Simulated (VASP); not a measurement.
Here is a VASP 6.6.1 calculation.

Contents of INCAR:

```
ALGO = Normal
EDIFF = 1E-7
EDIFFG = -0.01
ENCUT = 500
GGA = PE
GGA_COMPAT = False
IBRION = 2
ISIF = 3
ISMEAR = 0
LASPH = True
LCHARG = False
LREAL = False
LWAVE = False
NELM = 120
NELMIN = 4
NSW = 100
PREC = Accurate
SIGMA = 0.1
```

The input KPOINTS:

```
k-points
0
Gamma
  6 6 6
```

Contents of POSCAR:

```
Te5W
1.0
    0.0000000000      5.3106602614      5.3106602614
    5.3106602614      0.0000000000      5.3106602614
    5.3106602614      5.3106602614      0.0000000000
Te W
5 1
Direct
    0.3627471233      0.9117586300      0.3627471233
    0.3627471233      0.3627471233      0.3627471233
    0.9117586300      0.3627471233      0.3627471233
    0.3627471233      0.3627471233      0.9117586300
    0.7500000000      0.7500000000      0.7500000000
    0.5000000000      0.5000000000      0.5000000000
```

Potentials or basis: VASP PAW PBE potentials, release 64 (Te, W_sv).

Command:

```console
$ cat potpaw_PBE.64/Te/POTCAR potpaw_PBE.64/W_sv/POTCAR > POTCAR
$ mpirun -np 1 vasp_std > vasp.out
```

Estimate the space group after relaxing (to 0.1 Å).

F-43m (No. 216).

What does it give for the relaxed volume?

50.37 Å³/atom.

Estimate the relaxed cell.

a = 7.533 Å, b = 7.533 Å, c = 7.533 Å, α = 60.00°, β = 60.00°, γ = 60.00°.

What does it give for the band gap on the k mesh?

Zero (bands 22 and 23 overlap by 0.51 eV).

Forces in eV/Å, atoms in the order of the input:
```
Te  -0.003  0.003 -0.003
Te   0.003  0.003  0.003
Te   0.003 -0.003 -0.003
Te  -0.003 -0.003  0.003
Te   0.000  0.000  0.000
W    0.000  0.000  0.000
```

Caveat: spin-orbit coupling is left out, which moves the levels of the heavy elements.
